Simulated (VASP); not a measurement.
A run of VASP 6.6.1:

INCAR

```
PREC = Accurate
ENCUT = 520
EDIFF = 1E-7
ISMEAR = -1
SIGMA = 0.02
LREAL = False
LASPH = True
NELM = 100
ALGO = Normal
ISIF = 2
LWAVE = False
LCHARG = True
GGA = PS
LELF = True
LVHAR = True
NBANDS = 28
```

File KPOINTS:

```
Automatic mesh
0
Gamma
  6 6 4
```

The input POSCAR:

```
La2O3
1.0
    3.9059906959      0.0000000000      0.0000000000
   -1.9529953480      3.3826871696      0.0000000000
    0.0000000000      0.0000000000      6.0410032769
La O
2 3
Direct
    0.3333333333      0.6666666667      0.2453859984
    0.6666666667      0.3333333333      0.7546140016
    0.0000000000      0.0000000000      0.0000000000
    0.3333333333      0.6666666667      0.6459835432
    0.6666666667      0.3333333333      0.3540164568
```

Potentials or basis: VASP PAW PBE potentials, release 64 (La, O).

Run with:

```sh
$ cat potpaw_PBE.64/La/POTCAR potpaw_PBE.64/O/POTCAR > POTCAR
$ mpirun -np 1 vasp_std > vasp.out
```

Hardware: 1 thread of Intel(R) Xeon(R) Platinum 8259CL CPU @ 2.50GHz (Skylake/Cascade Lake), with other jobs on the host.

Q: How long does it take, and how much memory?

A: Run time: 78 s on 1 thread of Intel(R) Xeon(R) Platinum 8259CL CPU @ 2.50GHz (Skylake/Cascade Lake), with other jobs on the host, peak memory 0.23 GiB. Counts: scf iterations 17, k points 24.
